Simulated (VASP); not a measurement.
Input of a VASP 6.6.1 run:

File INCAR:

```
PREC = Accurate
ENCUT = 520
EDIFF = 1E-8
ISMEAR = -1
SIGMA = 0.05
LREAL = F
LASPH = T
NELM = 80
ALGO = Normal
ISIF = 2
LWAVE = F
LCHARG = F
GGA = PE
LEFG = T
NBANDS = 11
```

KPOINTS

```
regular mesh
0
Gamma
  18 18 18
```

POSCAR

```
Pd
1.0
    0.0000000000      1.9186143454      1.9186143454
    1.9186143454      0.0000000000      1.9186143454
    1.9186143454      1.9186143454      0.0000000000
Pd
1
Direct
    0.0000000000      0.0000000000      0.0000000000
```

Potentials or basis: VASP PAW PBE potentials, release 64 (Pd).

The run is started by

```console
$ cat potpaw_PBE.64/Pd/POTCAR > POTCAR
$ mpirun -np 1 vasp_std > vasp.out
```

Task: Predict the band gap on the k mesh.

Result: Zero (band 5 reaches 10.85 eV, above the bottom of band 6 at 9.15 eV).

Task: What does it give for the pressure?

Result: 16.7 GPa.

Caveat: without QUAD_EFG the Cq values of the log hold for a quadrupole moment of 1 mb, not for the nuclei.
